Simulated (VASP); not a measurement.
A run of VASP 6.6.1 is set up as follows.

The input INCAR:

```
SYSTEM = Zr5O9
PREC = Accurate ; ENCUT = 520
EDIFF = 1E-6 ; ISMEAR = 0
SIGMA = 0.05 ; LREAL = .FALSE.
LASPH = .TRUE. ; NELM = 120
ALGO = Normal ; ISIF = 2
LWAVE = .FALSE. ; LCHARG = .TRUE.
GGA = PE ; LELF = .TRUE.
LVHAR = .TRUE. ; NELECT = 112.0
NBANDS = 70 ; GGA_COMPAT = .FALSE.
```

The input KPOINTS:

```
Automatic mesh
0
G
  4 4 4
  0 0 0
```

The input POSCAR:

```
Zr5O9
1.0
    0.0000000000      0.0000000000      5.1158833634
   -2.5579416817      5.1158833634      2.5579416817
   -5.1158833634     -2.5579416817      2.5579416817
Zr O
5 9
Direct
    1.0000000000      0.0000000000      0.0000000000
    0.2000000000      0.2000000000      0.4000000000
    0.4000000000      0.4000000000      0.8000000000
    0.6000000000      0.6000000000      0.2000000000
    0.8000000000      0.8000000000      0.6000000000
    0.5500000000      0.3000000000      0.1000000000
    0.7500000000      0.5000000000      0.5000000000
    0.9500000000      0.7000000000      0.9000000000
    0.1500000000      0.9000000000      0.3000000000
    0.0500000000      0.3000000000      0.1000000000
    0.2500000000      0.5000000000      0.5000000000
    0.4500000000      0.7000000000      0.9000000000
    0.6500000000      0.9000000000      0.3000000000
    0.8069463817      0.1703690789      0.8407381578
```

Potentials or basis: VASP PAW PBE potentials, release 64 (Zr_sv, O).

Run with:

```console
$ cat potpaw_PBE.64/Zr_sv/POTCAR potpaw_PBE.64/O/POTCAR > POTCAR
$ mpirun -np 1 vasp_std > vasp.out
```

What does it give for the largest force?

17.867 eV/Å.

Forces on the atoms (eV/Å):
```
Zr   -4.382 -13.120   7.520
Zr    2.746   2.454  -0.716
Zr   -2.977   3.819  -0.233
Zr   -0.072   0.410   0.205
Zr    2.965  -3.419   0.524
O    -7.541  -0.438  -1.999
O     0.022  -0.824   0.176
O     0.488   0.801  -0.188
O    -2.766  -0.642   0.495
O     1.195  -0.143   0.780
O    -0.233  -1.618  -0.288
O     0.681   1.148   0.139
O    -2.129  -0.004  -0.007
O    12.004  11.578  -6.410
```

Caveat: the cell carries a net charge on a neutralising background, which shifts energy and pressure; the cell differs from its parent crystal (atom 14 moved -0.125 of the way to it and -0.900 Å across, host rigid).
